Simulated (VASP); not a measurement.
MgH2:

```
Mg H
1.0
     0.04015    2.28420    2.30273
     2.41296    0.00247    2.34042
     2.36211    2.27104    0.05332
Mg H
1 2
Direct
  0.99652 0.97772 0.96559
  0.74486 0.77396 0.78018
  0.25862 0.24832 0.25423
```

* Program: VASP 6.6.1
* Task: relaxation of cell and atoms
* Functional: PBE
* Dispersion: D3(BJ)
* Potentials or basis: VASP PAW PBE potentials, release 64 (Mg, H)
* Cutoff: 600 eV
* k mesh: 12 × 12 × 12
* Occupations: gaussian, width 0.15 eV
* Spin: no spin polarisation

At the start: pressure 5.3 GPa; volume 8.24 Å³/atom.

**Question.** How do energy, volume and symmetry change on relaxing?

**Answer.** Over 16 steps the energy falls by 65.8 meV/atom and the volume is 8.51 Å³/atom (+3.2 %); space group P1 (No. 1, to 0.1 Å) before, Fm-3m (No. 225, to 0.1 Å).

Step by step:
```tsv
step	energy change (eV)	largest force (eV/Å)	pressure (GPa)	volume (Å³)
1	0.0000	1.3704	5.31	24.73
2	-0.1402	0.5535	0.63	25.71
3	-0.1658	0.3276	-1.01	26.22
4	-0.1646	0.2471	-3.25	27.25
5	-0.1719	0.2320	-2.34	26.76
6	-0.1721	0.2341	-2.12	26.66
7	-0.1846	0.1639	-1.24	26.19
8	-0.1930	0.0841	0.45	25.44
9	-0.1947	0.0449	0.18	25.52
10	-0.1955	0.0277	-0.17	25.63
11	-0.1960	0.0211	-0.07	25.58
12	-0.1965	0.0325	0.13	25.49
13	-0.1965	0.0390	0.22	25.45
14	-0.1969	0.0310	0.12	25.49
15	-0.1974	0.0229	-0.13	25.58
16	-0.1975	0.0067	0.02	25.53
```

Final structure:
```
CELL_PARAMETERS angstrom
0.00260 2.33821 2.33724
2.33687 0.00606 2.33899
2.33961 2.34171 0.00208
ATOMIC_POSITIONS crystal
Mg 0.00025 0.99980 0.99983
H 0.74988 0.75054 0.75003
H 0.24987 0.24966 0.25014
```
